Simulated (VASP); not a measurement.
Runs of VASP 6.6.1 on Sr. The structure is that of space group P6_3/mmc (No. 194), or close to it. The cells are those of the table. This isn't the form of Sr at room conditions, which is fcc.

```tsv
cell	gap on the mesh (eV)	pressure (GPa)
a = 4.413, b = 4.413, c = 14.445 Å, angles 90.0, 90.0, 120.0°, 4 atoms	none	-0.4
a = 4.236, b = 4.236, c = 13.867 Å, angles 90.0, 90.0, 120.0°, 4 atoms	none	(b)
a = 4.355, b = 4.355, c = 14.258 Å, angles 90.0, 90.0, 120.0°, 4 atoms	none	(a)
a = 4.296, b = 4.296, c = 14.065 Å, angles 90.0, 90.0, 120.0°, 4 atoms	none	0.5
a = 4.468, b = 4.468, c = 14.628 Å, angles 90.0, 90.0, 120.0°, 4 atoms	none	-0.7
a = 4.174, b = 4.174, c = 13.663 Å, angles 90.0, 90.0, 120.0°, 4 atoms	none	1.7
```

Alike in all rows: task single point; level RPBE; potentials or basis VASP PAW PBE potentials, release 64 (Sr_sv); no spin polarisation; k mesh 10 × 10 × 3; cutoff (eV) 520; smearing fermi-dirac 0.1 eV.

Task: Estimate the missing entries.

Result: (a) 0.0; (b) 1.1.

Caveats: the PAW data sets were made with another functional, which shifts forces and pressure a little.

A k mesh can miss the band edges, and the runs leave out spin-orbit coupling on Sr.

A gap of «none» marks levels without a gap at the run's occupations.
